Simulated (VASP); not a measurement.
Set up this calculation in VASP 6.6.1, as the native input.

- Task: relaxation of cell and atoms
- Functional: PBE
- Potentials or basis: VASP PAW PBE potentials, release 64 (Sn_d, Ge_d, Se)
- Cutoff: 600 eV
- k mesh: 4 × 4 × 4
- Occupations: gaussian, width 0.1 eV
- Spin: no spin polarisation
- Dipole correction: no
- Further INCAR settings: ALGO = Normal; EDIFF = 1e-06; IBRION = 2; EDIFFG = -0.04; NSW = 90; ISIF = 3

The structure of Sn3GeSe lies in POSCAR:

```
Sn3GeSe
1.0
    5.3192437400      0.0000000000      0.0000000000
    0.0000000000      5.3192437400      0.0000000000
    0.0000000000      0.0000000000      5.3192437400
Sn Ge Se
3 1 1
Direct
    0.5000000000      0.0000000000      0.0000000000
    0.0000000000      0.5000000000      0.0000000000
    0.0000000000      0.0000000000      0.5000000000
    0.0000000000      0.0000000000      0.0000000000
    0.5000000000      0.5000000000      0.5000000000
```

These files were run (other wordings do the same):

INCAR

```
SYSTEM = Sn3GeSe
PREC = Accurate
ENCUT = 600
EDIFF = 1E-6
ISMEAR = 0
SIGMA = 0.1
LREAL = .FALSE.
LASPH = .TRUE.
NELM = 100
ALGO = Normal
ISIF = 3
LWAVE = .FALSE.
LCHARG = .FALSE.
GGA = PE
IBRION = 2
NSW = 90
EDIFFG = -0.04
```

KPOINTS

```
regular mesh
0
G
  4 4 4
  0 0 0
```

Potentials or basis: VASP PAW PBE potentials, release 64 (Sn_d, Ge_d, Se).

Command:

```bash
$ cat potpaw_PBE.64/Sn_d/POTCAR potpaw_PBE.64/Ge_d/POTCAR potpaw_PBE.64/Se/POTCAR > POTCAR
$ mpirun -np 1 vasp_std > vasp.out
```

It gave:

* Relaxed volume: 31.62 Å³/atom
* Relaxed cell: a = 5.407 Å, b = 5.407 Å, c = 5.407 Å, α = 90.00°, β = 90.00°, γ = 90.00°
* Space group after relaxing (to 0.05 Å): Pm-3m (No. 221)
* Energy gained by relaxing: 7.5 meV/atom
* Ionic steps: 2
* Pressure after relaxing: -0.2 GPa
* Band gap on the k mesh: zero (band 31 reaches 5.53 eV, above the bottom of band 32 at 4.66 eV)

Caveat: spin-orbit coupling is left out, which moves the levels of the heavy elements.

It took 100 s on 1 thread of Oxide Virtual Turin-like Processor, on a shared host, peak memory 0.27 GiB.
